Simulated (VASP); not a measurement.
Here is a VASP 6.6.1 calculation.

INCAR

```
SYSTEM = LaIr5
PREC = Accurate
ENCUT = 520
EDIFF = 1E-6
ISMEAR = -1
SIGMA = 0.1
LREAL = .False.
LASPH = .True.
NELM = 80
ALGO = Normal
ISIF = 2
LWAVE = .False.
LCHARG = .False.
NBANDS = 37
```

Contents of KPOINTS:

```
Automatic mesh
0
Gamma
  5 5 6
  0 0 0
```

Contents of POSCAR:

```
LaIr5
1.0
    5.2373908292      0.0000000000      0.0000000000
   -2.6186954146      4.5357137027      0.0000000000
    0.0000000000      0.0000000000      4.0975167249
La Ir
1 5
Direct
    0.0000000000      0.0000000000      0.0000000000
    0.5000000000      0.0000000000      0.5000000000
    0.5000000000      0.5000000000      0.5000000000
    0.0000000000      0.5000000000      0.5000000000
    0.3333333333      0.6666666667      0.0000000000
    0.6666666667      0.3333333333      0.0000000000
```

Potentials or basis: VASP PAW LDA potentials, release 64 (La, Ir).

Launch:

```console
$ cat potpaw_LDA.64/La/POTCAR potpaw_LDA.64/Ir/POTCAR > POTCAR
$ mpirun -np 1 vasp_std > vasp.out
```

(1) What does it give for the band gap on the k mesh?

(2) Estimate the pressure.

Answers

(1) zero (bands 28 and 29 overlap by 1.17 eV).

(2) 20.8 GPa.

Caveat: the cell stands under pressure; spin-orbit coupling is left out, which moves the levels of the heavy elements.
